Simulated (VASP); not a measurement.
# Sn4HO8 in VASP: single point with PBE

Aim: the single point of Sn4HO8 with PBE.

Program: VASP 6.6.1. These are calculated values, not measurements. Logs are shortened: lines on timing, memory, paths and dates and some standing lists are left out, and cuts for length are marked.

## 1. The cell of the first run

The cell holds a slab with vacuum, 26 atoms: a = 6.701 Å, b = 6.373 Å, c = 18.404 Å, α = 90.00°, β = 90.00°, γ = 90.00°.

## 2. Single point, PBE

INCAR

```
SYSTEM = Sn4HO8
ALGO = Normal ; EDIFF = 1E-6
ENCUT = 520 ; GGA = PE
ISIF = 2 ; ISMEAR = 0
LASPH = .True. ; LCHARG = .True.
LELF = .True. ; LREAL = Auto
LVHAR = .True. ; LWAVE = .False.
NBANDS = 124 ; NELM = 60
PREC = Accurate ; SIGMA = 0.05
```

KPOINTS

```
k-points
0
Gamma
  2 2 1
  0 0 0
```

POSCAR

```
Sn4HO8
1.0
    6.7005440000      0.0000000000      0.0000000000
    0.0000000000      6.3730000000      0.0000000000
    0.0000000000      0.0000000000     18.4039890000
Sn O H
8 16 2
Direct
    0.0000000000      0.0000000000      0.0543360464
    0.5000000000      0.2500000000      0.0543360464
    0.5000000000      0.0000000000      0.2553497505
    0.0000008954      0.2358134317      0.2380654542
    0.0000000000      0.5000000000      0.0543360464
    0.5000000000      0.7500000000      0.0543360464
    0.5000000000      0.5000000000      0.2472179808
   -0.0000008954      0.7641865683      0.2380654542
    0.0000000000      0.0000000000      0.1616012702
    0.1934999606      0.2500000000      0.0543360464
    0.5000000000      0.0000000000      0.1247857190
    0.8065000394      0.2500000000      0.0543360464
    0.5000000000      0.0000000000      0.3617008248
    0.6973454693      0.2514804645      0.2346658651
    1.0000000000      0.0000000000      0.3095013260
    0.3026539338      0.2514818767      0.2346665171
    0.0000000000      0.5000000000      0.1706067092
    0.1934999606      0.7500000000      0.0543360464
    0.5000000000      0.5000000000      0.1247857190
    0.8065000394      0.7500000000      0.0543360464
    0.5000000000      0.5000000000      0.3548005815
    0.6973460662      0.7485181233      0.2346665171
    1.0000000000      0.5000000000      0.3325255193
    0.3026545307      0.7485195355      0.2346658651
    0.8772919035      0.5000006276      0.3628123229
    1.1227080965      0.4999993724      0.3628123229
```

Potentials or basis: VASP PAW PBE potentials, release 64 (Sn_d, O, H).

On the command line:

```bash
$ cat potpaw_PBE.64/Sn_d/POTCAR potpaw_PBE.64/O/POTCAR potpaw_PBE.64/H/POTCAR > POTCAR
$ mpirun -np 1 vasp_std > vasp.out
```

OUTCAR:

```text
SYSTEM = Sn4HO8
   EDIFF = 1E-6
   ENCUT = 520
   GGA = PE
   ISIF = 2
   ISMEAR = 0
   LASPH = .True.
   LREAL = Auto
   NELM = 60
   PREC = Accurate

 ion  position               nearest neighbor table
   1  0.000  0.000  0.054-   9 1.97  10 2.05  12 2.05  18 2.05  20 2.05   5 3.19   5 3.19   4 3.70
                             8 3.70   6 3.71   2 3.71   2 3.71   6 3.71
   2  0.500  0.250  0.054-  10 2.05  12 2.05  11 2.05  19 2.05   6 3.19   6 3.19   1 3.71   5 3.71
                             1 3.71   5 3.71
   3  0.500  0.000  0.255-  13 1.96  14 2.11  24 2.11  22 2.11  16 2.11  11 2.40   7 3.19   7 3.19
                             8 3.69   4 3.69   4 3.69   8 3.69
   4  0.000  0.236  0.238-  15 2.00  16 2.03  14 2.03   9 2.06  17 2.09  23 2.42   8 3.01   8 3.37
                             3 3.69   3 3.69   1 3.70   7 3.75   7 3.75
   5  0.000  0.500  0.054-  10 2.05  12 2.05  18 2.05  20 2.05  17 2.14   1 3.19   1 3.19   2 3.71
                             6 3.71   2 3.71   6 3.71
   6  0.500  0.750  0.054-  18 2.05  20 2.05  19 2.05  11 2.05   2 3.19   2 3.19   5 3.71   1 3.71
                             1 3.71   5 3.71
   7  0.500  0.500  0.247-  21 1.98  16 2.08  22 2.08  14 2.08  24 2.08  19 2.25   3 3.19   3 3.19
                             8 3.75   4 3.75   4 3.75   8 3.75
   8  1.000  0.764  0.238-  15 2.00  22 2.03  24 2.03   9 2.06  17 2.09  23 2.42   4 3.01   4 3.37
                             3 3.69   3 3.69   1 3.70   7 3.75   7 3.75
   9  0.000  0.000  0.162-   1 1.97   4 2.06   8 2.06
  10  0.193  0.250  0.054-   2 2.05   1 2.05   5 2.05
  11  0.500  0.000  0.125-   2 2.05   6 2.05   3 2.40
  12  0.807  0.250  0.054-   2 2.05   1 2.05   5 2.05
  13  0.500  0.000  0.362-   3 1.96
  14  0.697  0.251  0.235-   4 2.03   7 2.08   3 2.11
  15  0.000  0.000  0.310-   4 2.00   8 2.00
  16  0.303  0.251  0.235-   4 2.03   7 2.08   3 2.11
  17  0.000  0.500  0.171-   4 2.09   8 2.09   5 2.14
  18  0.193  0.750  0.054-   6 2.05   5 2.05   1 2.05
  19  0.500  0.500  0.125-   2 2.05   6 2.05   7 2.25
  20  0.807  0.750  0.054-   6 2.05   5 2.05   1 2.05
  21  0.500  0.500  0.355-   7 1.98
  22  0.697  0.749  0.235-   8 2.03   7 2.08   3 2.11
  23  0.000  0.500  0.333-  25 0.99  26 0.99   4 2.42   8 2.42
  24  0.303  0.749  0.235-   8 2.03   7 2.08   3 2.11
  25  0.877  0.500  0.363-  23 0.99
  26  0.123  0.500  0.363-  23 0.99

  LATTYP: Found a simple orthorhombic cell.
 ALAT       =     6.3730000000
 B/A-ratio  =     1.0513955751
 C/A-ratio  =     2.8878062137

  Lattice vectors:

 A1 = (   0.0000000000,  -6.3730000000,   0.0000000000)
 A2 = (   6.7005440000,   0.0000000000,   0.0000000000)
 A3 = (   0.0000000000,   0.0000000000,  18.4039890000)

Analysis of symmetry for initial positions (statically):
=====================================================================
 Subroutine PRICEL returns:
 Original cell was already a primitive cell.

[... 161 lines left out ...]
   EMIN   =  10.00;   EMAX   =-10.00  energy-range for DOS
   EFERMI =   0.00;   METHOD = LEGACY
   ISMEAR =     0;   SIGMA  =   0.05  broadening in eV -4-tet -1-fermi 0-gaus
   EFERMI_NEDOS =   21; number of points for ismear=-14 and -15
   IALGO  =     38    algorithm
   IMIX   =      4    mixing-type and parameters
     AMIX     =   0.40;   BMIX     =  1.00
     AMIX_MAG =   1.60;   BMIX_MAG =  1.00
  volume/ion in A,a.u.               =      30.23       203.98
  Fermi-wavevector in a.u.,A,eV,Ry     =   1.054450  1.992621 15.127836  1.111865
  Thomas-Fermi vector in A             =   2.189611
   LORBIT       =      0    0 simple, 1 ext, 2 COOP (PROOUT), +10 PAW based schemes
   GGA     = PE    functional components
   LHFCALC =     F    Hartree Fock is set to
   AEXX    =    0.0000 exact exchange contribution
   IVDW    =     0    specifies the selected vdW correction
   LEPSILON=     F    determine dielectric tensor
   LRPA    =     F    only Hartree local field effects (RPA)
 non-spin polarized calculation
 Gauss-broadening in eV      SIGMA  =   0.05
  energy-cutoff  :      520.00
  volume of cell :      785.90
 maximum number of plane-waves:     21232
 NGX is ok and might be reduce to    50
   NGX = 25   NGY = 23   NGZ = 69

 number of electron     210.0000017 magnetization

 Free energy of the ion-electron system (eV)
  ---------------------------------------------------
  ext. energy  EPLUGINS =         0.00000000
  ---------------------------------------------------
  free energy    TOTEN  =      -144.76497831 eV

  energy without entropy =     -144.74362340  energy(sigma->0) =     -144.75430085

 E-fermi :  -0.7432     XC(G=0):  -5.1071

 val. band max:       -0.7508102469   @ k =   0.0000   0.0000   0.0000
 cond. band min:      -0.4609665756   @ k =   0.0000   0.0000   0.0000
 fundamental gap:      0.2898436712
 Fermi energy:        -0.7432299663

 k-point     1 :       0.0000    0.0000    0.0000
  band No.  band energies     occupation
      1     -23.8026      2.00000
      2     -23.7572      2.00000
      3     -23.2158      2.00000
      4     -23.0546      2.00000
      5     -22.9769      2.00000
      6     -22.9679      2.00000
[... 469 lines left out ...]
    116       4.2929      0.00000
    117       4.6949      0.00000
 [bands above 117 left out]

------------------------ aborting loop because EDIFF is reached ----------------------------------------

  FORCE on cell =-STRESS in cart. coord.  units (eV):
  Direction    XX          YY          ZZ          XY          YZ          ZX
  --------------------------------------------------------------------------------------
  -------------------------------------------------------------------------------------
  Total       26.8853082     17.8310695      0.1143042      0.0000000      0.0000000      0.0000000
  in kB       54.8099814     36.3514742      0.2330273      0.0000000      0.0000000      0.0000000
  external PRESSURE =      30.4648276 kB  Pullay stress =       0.0000000 kB

 VOLUME and BASIS-vectors are now :
 -----------------------------------------------------------------------------
  energy-cutoff  :      520.00
  volume of cell :      785.90
      direct lattice vectors                 reciprocal lattice vectors
     6.700544000  0.000000000  0.000000000     0.149241614  0.000000000  0.000000000
     0.000000000  6.373000000  0.000000000     0.000000000  0.156911972  0.000000000
     0.000000000  0.000000000 18.403989000     0.000000000  0.000000000  0.054336046

 POSITION                                       TOTAL-FORCE (eV/Angst)
 -----------------------------------------------------------------------------------
      0.00000      0.00000      1.00000        -0.000000     -0.000000      1.142315
      3.35027      1.59325      1.00000        -0.000000     -0.004586      0.676010
      3.35027      0.00000      4.69945        -0.000000     -0.000000     -0.105744
      0.00001      1.50284      4.38135        -0.000000      0.045473     -0.017128
      0.00000      3.18650      1.00000        -0.000000     -0.000000      2.439901
      3.35027      4.77975      1.00000        -0.000000      0.004586      0.676010
[... 18 lines left out ...]
      5.87833      3.18650      6.67719        -0.070021     -0.000000      0.009504
      0.82221      3.18650      6.67719         0.070021     -0.000000      0.009504
 -----------------------------------------------------------------------------------
    total drift:                                0.000000     -0.000000      0.002003

  FREE ENERGIE OF THE ION-ELECTRON SYSTEM (eV)
  ---------------------------------------------------
  free  energy   TOTEN  =      -144.7649783089 eV

  energy  without entropy=     -144.7436233953  energy(sigma->0) =     -144.75430085
```

stdout:

```text
POSCAR found type information on POSCAR SnO H
 POSCAR found :  3 types and      26 ions
 scaLAPACK will be used
 LDA part: xc-table for (Slater+PW92), standard interpolation
 POSCAR, INCAR and KPOINTS ok, starting setup
 FFT: planning ... GRIDC
 FFT: planning ... GRID_SOFT
 FFT: planning ... GRID
 WAVECAR not read
 entering main loop
```

Run time: 27 min. Hardware: 1 thread of Intel Xeon 8259CL, shared host; peak memory 0.82 GiB.

What came out:

```
Free energy            : -144.7650 eV
Largest force          : 2.440 eV/Å
Band gap on the k mesh : zero (bands 105 and 106 overlap by 0.32 eV)
```

Forces in eV/Å, atoms in the order of the input:
```
Sn   0.000  0.000  1.142
Sn   0.000 -0.005  0.676
Sn   0.000  0.000 -0.106
Sn   0.000  0.045 -0.017
Sn   0.000  0.000  2.440
Sn   0.000  0.005  0.676
Sn   0.000  0.000 -0.080
Sn   0.000 -0.045 -0.017
O    0.000  0.000  0.004
O   -0.857  0.173 -1.216
O    0.000  0.000 -0.143
O    0.857  0.173 -1.216
O    0.000  0.000  0.130
O   -0.007  0.006 -0.013
O    0.000  0.000  0.130
O    0.007  0.006 -0.013
O    0.000  0.000  0.023
O   -0.857 -0.173 -1.216
O    0.000  0.000 -0.052
O    0.857 -0.173 -1.216
O    0.000  0.000  0.107
O   -0.007 -0.006 -0.013
O    0.000  0.000 -0.016
O    0.007 -0.006 -0.013
H   -0.070  0.000  0.010
H    0.070  0.000  0.010
```

Levels at points of the mesh, in eV from the Fermi level:
```
           k point  band 101  band 102  band 103  band 104  band 105  band 106  band 107  band 108  band 109  band 110
(0.00, 0.00, 0.00)     -0.83     -0.74     -0.26     -0.01      0.28      0.30      0.48      1.05      1.54      2.21
(0.50, 0.00, 0.00)     -0.74     -0.59     -0.39     -0.09     -0.06      0.30      1.10      1.30      2.33      2.63
(0.00, 0.50, 0.00)     -0.66     -0.62     -0.30     -0.26     -0.24     -0.04      0.94      0.98      2.67      2.70
(0.50, 0.50, 0.00)     -0.33     -0.29     -0.25     -0.12     -0.06     -0.01      0.61      0.67      3.35      3.75
```

Caveat: the k points lie up to 0.49 Å⁻¹ apart; spin-orbit coupling is left out, which moves the levels of the heavy elements.
